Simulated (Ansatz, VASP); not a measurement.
## HfO2 in VASP and in Ansatz

```
Hf O
1.0
     0.00000   -2.52207   -2.52207
     0.00000    2.52207   -2.52207
     5.04413    0.00000    0.00000
Hf O
2 4
Direct
  0.00000 0.00000 0.00000
  0.50000 0.50000 0.50000
  0.00000 0.50000 0.70194
  0.50000 0.00000 0.29806
  0.00000 0.50000 0.20194
  0.50000 0.00000 0.79806
```

Change from the starting cell: mode 1 frozen in at -0.242 Å and mode 5 at +0.000 Å (largest displacements).

Alike in both runs: task single point; functional PBEsol; k mesh 6 × 6 × 6; occupations gaussian, width 0.05 eV; no spin polarisation.

|  | VASP | Ansatz |
| --- | --- | --- |
| version | VASP 6.6.1 | Ansatz 0.2.0 |
| potentials or method | VASP PAW PBE potentials, release 64 (Hf_pv, O), cutoff 520 eV | scalar-relativistic, plane waves, PAW |
| valence electrons in the cell | 44 | 76 |

|  | VASP | Ansatz | Ansatz less VASP |
| --- | --- | --- | --- |
| gap on the k mesh at the Fermi level (eV) | 4.38 | 4.41 | +0.029 |
| least direct gap on the mesh (eV) | 4.45 | 4.47 | +0.019 |
| pressure (GPa) | 2.1 | 5.6 | +3.53 |
| traceless stress, the component that is largest in VASP (GPa) | 5.35 | 5.20 | -0.149 |
| rms of the force components (eV/Å) | 0.056 | 0.068 | +0.0117 |

VASP's potentials were made for PBE, not for PBEsol, and Ansatz warns of the same on its side. Atom by atom the forces differ by 0.012 eV/Å (rms over components). VASP's potentials hold 44 valence electrons a cell and Ansatz's 76, so a difference there can come from the potentials and not from the codes.

Neither program's run includes spin-orbit coupling.
